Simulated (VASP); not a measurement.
# WC (P-6m2) in VASP: further runs

The runs below take WC through single point, with PBEsol.

Program: VASP 6.6.1. These are calculated values, not measurements. Logs are shortened: lines on timing, memory, paths and dates and some standing lists are left out, and cuts for length are marked.

### Step 1. The cell of the first run

It takes space group P-6m2 (No. 187, hexagonal). The conventional cell has a = 2.876 Å, b = 2.876 Å, c = 2.955 Å, α = 90.00°, β = 90.00°, γ = 120.00°. Within 2.9 Å of W (site symmetry -6m2) lie 6 C at 2.22 Å and 6 W at 2.88 Å. C (site symmetry -6m2) has 6 W at 2.22 Å and 6 C at 2.88 Å within 2.9 Å.

### Step 2. Single point, PBEsol (uniaxial strain along c: +4.5 %, then relaxed in part)

INCAR reads:

```
SYSTEM = WC
  ALGO = Normal
  EDIFF = 1E-6
  ENCUT = 520
  GGA = PS
  ISIF = 2
  ISMEAR = 0
  LASPH = .TRUE.
  LCHARG = .TRUE.
  LELF = .TRUE.
  LREAL = .FALSE.
  LVHAR = .TRUE.
  LWAVE = .FALSE.
  NBANDS = 16
  NELM = 100
  PREC = Accurate
  SIGMA = 0.1
```

KPOINTS reads:

```
k-points
0
G
  24 24 18
  0 0 0
```

POSCAR reads:

```
WC
1.0
    2.8760508622      0.0000000000      0.0000000000
   -1.4380254311      2.4907331092      0.0000000000
    0.0000000000      0.0000000000      2.9550059140
W C
1 1
Direct
   -0.0000000010      0.0000000010      0.0000000000
    0.6666666677      0.3333333323      0.5000000000
```

Potentials or basis: VASP PAW PBE potentials, release 64 (W_sv, C).

Started as:

```
cat potpaw_PBE.64/W_sv/POTCAR potpaw_PBE.64/C/POTCAR > POTCAR
mpirun -np 1 vasp_std > vasp.out
```

OUTCAR:

```text
SYSTEM = WC
   EDIFF = 1E-6
   ENCUT = 520
   GGA = PS
   ISIF = 2
   ISMEAR = 0
   LASPH = .TRUE.
   LREAL = .FALSE.
   NELM = 100
   PREC = Accurate

 ion  position               nearest neighbor table
   1  1.000  0.000  0.000-   2 2.22   2 2.22   2 2.22   2 2.22   2 2.22   2 2.22
   2  0.667  0.333  0.500-   1 2.22   1 2.22   1 2.22   1 2.22   1 2.22   1 2.22

  LATTYP: Found a hexagonal cell.
 ALAT       =     2.8760508622
 C/A-ratio  =     1.0274525923

  Lattice vectors:

 A1 = (   2.8760508622,   0.0000000000,   0.0000000000)
 A2 = (  -1.4380254311,   2.4907331092,   0.0000000000)
 A3 = (   0.0000000000,   0.0000000000,   2.9550059140)

Analysis of symmetry for initial positions (statically):
=====================================================================
 Subroutine PRICEL returns:
 Original cell was already a primitive cell.

 Routine SETGRP: Setting up the symmetry group for a
 hexagonal supercell.

 Subroutine GETGRP returns: Found 12 space group operations
 (whereof 12 operations were pure point group operations)
 out of a pool of 24 trial point group operations.

The static configuration has the point symmetry D_3h.

Analysis of symmetry for dynamics (positions and initial velocities):
=====================================================================
 Subroutine PRICEL returns:
 Original cell was already a primitive cell.

 Routine SETGRP: Setting up the symmetry group for a
 hexagonal supercell.

 Subroutine GETGRP returns: Found 12 space group operations
 (whereof 12 operations were pure point group operations)
 out of a pool of 24 trial point group operations.

The dynamic configuration has the point symmetry D_3h.

 Subroutine INISYM returns: Found 12 space group operations
 (whereof 12 operations are pure point group operations),
 and found     1 'primitive' translations

----------------------------------------------------------------------------------------

                                     Primitive cell

  volume of cell :      21.1681

  direct lattice vectors                    reciprocal lattice vectors
     2.876050862  0.000000000  0.000000000     0.347698997  0.200744109  0.000000000
    -1.438025431  2.490733109  0.000000000     0.000000000  0.401488219  0.000000000
     0.000000000  0.000000000  2.955005914     0.000000000  0.000000000  0.338408798

  length of vectors
     2.876050862  2.876050862  2.955005914     0.401488219  0.401488219  0.338408798

  position of ions in fractional coordinates (direct lattice)
     0.999999999  0.000000001  0.000000000
     0.666666668  0.333333332  0.500000000

  ion indices of the primitive-cell ions
   primitive index   ion index
                 1           1
                 2           2

----------------------------------------------------------------------------------------

 KPOINTS: k-points

Automatic generation of k-mesh.
 Grid dimensions read from file:
 generate k-points for:   24   24   18

 Generating k-lattice:

  Cartesian coordinates                     Fractional coordinates (reciprocal lattice)
     0.014487458  0.008364338  0.000000000     0.041666667 -0.000000000  0.000000000
     0.000000000  0.016728676  0.000000000     0.000000000  0.041666667  0.000000000
     0.000000000  0.000000000  0.018800489     0.000000000  0.000000000  0.055555556

  Length of vectors
     0.016728676  0.016728676  0.018800489

  Shift w.r.t. Gamma in fractional coordinates (k-lattice)
     0.000000000  0.000000000  0.000000000

 Subroutine IBZKPT returns following result:
 ===========================================

 Found    610 irreducible k-points:

 Following reciprocal coordinates:
            Coordinates               Weight
  0.000000  0.000000  0.000000      1.000000
  0.041667  0.000000  0.000000      6.000000
  0.083333  0.000000  0.000000      6.000000
  0.125000  0.000000  0.000000      6.000000
  0.166667  0.000000  0.000000      6.000000
  0.208333  0.000000  0.000000      6.000000
[... 16 lines left out ...]
  0.416667  0.041667  0.000000     12.000000
  0.458333  0.041667  0.000000     12.000000
 [... further k-points ...]
   k-points           NKPTS =    610   k-points in BZ     NKDIM =    610   number of bands    NBANDS=     16
   number of dos      NEDOS =    301   number of ions     NIONS =      2
   total plane-waves  NPLWV =  13824
   dimension x,y,z NGX =    24 NGY =   24 NGZ =   24
   dimension x,y,z NGXF=    48 NGYF=   48 NGZF=   48
   ions per type =               1   1
   NGX,Y,Z   is equivalent  to a cutoff of  13.87, 13.87, 13.50 a.u.
   NGXF,Y,Z  is equivalent  to a cutoff of  27.75, 27.75, 27.00 a.u.
 SYSTEM =  WC
   PREC   = accura    normal or accurate (medium, high low for compatibility)
   ISTART =      0    job   : 0-new  1-cont  2-samecut
   ICHARG =      2    charge: 1-file 2-atom 10-const
   ISPIN  =      1    spin polarized calculation?
   LNONCOLLINEAR =      F non collinear calculations
   LSORBIT =      F    spin-orbit coupling
   LASPH  =      T    aspherical Exc in radial PAW
   ENCUT  =  520.0 eV  38.22 Ry    6.18 a.u.   5.35  5.35  5.49*2*pi/ulx,y,z
   NELM   =    100;   NELMIN=  2; NELMDL= -5     # of ELM steps
   EDIFF  = 0.1E-05   stopping-criterion for ELM
   LREAL  =      F    real-space projection
   EDIFFG = 0.1E-04   stopping-criterion for IOM
   NSW    =      0    number of steps for IOM
   IBRION =     -1    ionic relax: 0-MD 1-quasi-New 2-CG
   NFREE  =      0    steps in history (QN), initial steepest desc. (CG)
   ISIF   =      2    stress and relaxation
   ISYM   =      2    0-nonsym 1-usesym 2-fastsym
   POTIM  = 0.5000    time-step for ionic-motion
   TEBEG  =    0.0;   TEEND  =   0.0 temperature during run
   PSTRESS=    0.0 pullay stress
   NELECT =      18.0000    total number of electrons
   NUPDOWN=      -1.0000    fix difference up-down
   EMIN   =  10.00;   EMAX   =-10.00  energy-range for DOS
   EFERMI =   0.00;   METHOD = LEGACY
   ISMEAR =     0;   SIGMA  =   0.10  broadening in eV -4-tet -1-fermi 0-gaus
   EFERMI_NEDOS =   21; number of points for ismear=-14 and -15
   IALGO  =     38    algorithm
   IMIX   =      4    mixing-type and parameters
     AMIX     =   0.40;   BMIX     =  1.00
     AMIX_MAG =   1.60;   BMIX_MAG =  1.00
  volume/ion in A,a.u.               =      10.58        71.42
  Fermi-wavevector in a.u.,A,eV,Ry     =   1.550976  2.930919 32.729158  2.405525
  Thomas-Fermi vector in A             =   2.655562
   LORBIT       =      0    0 simple, 1 ext, 2 COOP (PROOUT), +10 PAW based schemes
   GGA     = PS    functional components
   LHFCALC =     F    Hartree Fock is set to
   AEXX    =    0.0000 exact exchange contribution
   IVDW    =     0    specifies the selected vdW correction
   LEPSILON=     F    determine dielectric tensor
   LRPA    =     F    only Hartree local field effects (RPA)
 non-spin polarized calculation
 Gauss-broadening in eV      SIGMA  =   0.10
  energy-cutoff  :      520.00
  volume of cell :       21.17
 maximum number of plane-waves:       588
 NGX is ok and might be reduce to    24
   NGX = 11   NGY = 11   NGZ = 11

 number of electron      17.9999999 magnetization

 Free energy of the ion-electron system (eV)
  ---------------------------------------------------
  ext. energy  EPLUGINS =         0.00000000
  ---------------------------------------------------
  free energy    TOTEN  =       -23.79617595 eV

  energy without entropy =      -23.79505426  energy(sigma->0) =      -23.79561511

 E-fermi :  10.6117     XC(G=0): -13.8300

 val. band max:       10.5911396254   @ k =   0.1250   0.0000   0.4444
 cond. band min:      10.6148878459   @ k =   0.3750   0.1667   0.0000
 fundamental gap:      0.0237482205
 Fermi energy:        10.6117295461

 k-point     1 :       0.0000    0.0000    0.0000
  band No.  band energies     occupation
      1     -63.3409      2.00000
      2     -27.4251      2.00000
      3     -27.1577      2.00000
      4     -27.1577      2.00000
      5      -3.6045      2.00000
      6       6.3157      2.00000
[... 8 lines left out ...]
     15      24.4865      0.00000
     16      27.5751      0.00000

 k-point     2 :       0.0417    0.0000    0.0000
  band No.  band energies     occupation
      1     -63.3398      2.00000
      2     -27.4229      2.00000
      3     -27.1736      2.00000
      4     -27.1613      2.00000
      5      -3.5579      2.00000
      6       6.3494      2.00000
[... 8 lines left out ...]
     15      24.4133      0.00000
     16      27.6746      0.00000

 k-point     3 :       0.0833    0.0000    0.0000
  band No.  band energies     occupation
      1     -63.3365      2.00000
      2     -27.4166      2.00000
      3     -27.2201      2.00000
      4     -27.1718      2.00000
      5      -3.4199      2.00000
      6       6.4353      2.00000
[... 8 lines left out ...]
     15      24.2539      0.00000
     16      27.9666      0.00000

 k-point     4 :       0.1250    0.0000    0.0000
  band No.  band energies     occupation
      1     -63.3313      2.00000
      2     -27.4066      2.00000
      3     -27.2934      2.00000
      4     -27.1885      2.00000
      5      -3.1966      2.00000
      6       6.4900      2.00000
[... 8 lines left out ...]
     15      24.1180      0.00000
     16      28.4328      0.00000
[... 324 lines left out ...]
 k-point    22 :       0.3750    0.0417    0.0000
  band No.  band energies     occupation
      1     -63.2812      2.00000
      2     -27.9477      2.00000
      3     -27.3523      2.00000
      4     -27.3106      2.00000
      5      -0.5996      2.00000
      6       4.1741      2.00000
[... 8 lines left out ...]
     15      24.6092      0.00000
     16      27.9938      0.00000

 k-point    23 :       0.4167    0.0417    0.0000
  band No.  band energies     occupation
      1     -63.2769      2.00000
      2     -28.0012      2.00000
      3     -27.3660      2.00000
      4     -27.3023      2.00000
      5      -0.2890      2.00000
      6       3.9452      2.00000
[... 8 lines left out ...]
     15      23.8079      0.00000
     16      28.5295      0.00000

 k-point    24 :       0.4583    0.0417    0.0000
  band No.  band energies     occupation
      1     -63.2747      2.00000
      2     -28.0288      2.00000
      3     -27.3731      2.00000
      4     -27.2980      2.00000
      5      -0.1148      2.00000
      6       3.8191      2.00000
[... 8 lines left out ...]
     15      23.3458      0.00000
     16      28.8425      0.00000

 [... further k-points ...]
[... 5 lines left out ...]
  --------------------------------------------------------------------------------------
  -------------------------------------------------------------------------------------
  Total        0.1286720      0.1286720     -4.7131956      0.0000000      0.0000000      0.0000000
  in kB        9.7389611      9.7389611   -356.7335343      0.0000000      0.0000000      0.0000000
  external PRESSURE =    -112.4185374 kB  Pullay stress =       0.0000000 kB

 VOLUME and BASIS-vectors are now :
 -----------------------------------------------------------------------------
  energy-cutoff  :      520.00
  volume of cell :       21.17
      direct lattice vectors                 reciprocal lattice vectors
     2.876050862  0.000000000  0.000000000     0.347698997  0.200744109  0.000000000
    -1.438025431  2.490733109  0.000000000     0.000000000  0.401488219  0.000000000
     0.000000000  0.000000000  2.955005914     0.000000000  0.000000000  0.338408798

 POSITION                                       TOTAL-FORCE (eV/Angst)
 -----------------------------------------------------------------------------------
      2.87605      0.00000      0.00000         0.000000     -0.000000      0.000000
      1.43803      0.83024      1.47750        -0.000000      0.000000      0.000000
 -----------------------------------------------------------------------------------
    total drift:                                0.000003     -0.000002      0.000000

  FREE ENERGIE OF THE ION-ELECTRON SYSTEM (eV)
  ---------------------------------------------------
  free  energy   TOTEN  =       -23.7961759512 eV

  energy  without entropy=      -23.7950542650  energy(sigma->0) =      -23.79561511
```

Wall time 55 s (1 thread of Intel Xeon 6975P-C (Granite Rapids), shared host); peak memory 0.31 GiB.

What came out:

```yaml
Free_energy: -23.7962 eV
Pressure: -11.2 GPa
Band_gap_on_the_k_mesh: zero (band 9 reaches 11.19 eV, above the bottom of band 10 at 10.04 eV)
```

Caveat: the cell differs from its parent crystal (uniaxial strain along c: +4.5 %, then relaxed in part); the PAW data sets were made with another functional, which shifts forces and pressure a little; spin-orbit coupling is left out, which moves the levels of the heavy elements.

[end of part 1 of 2]
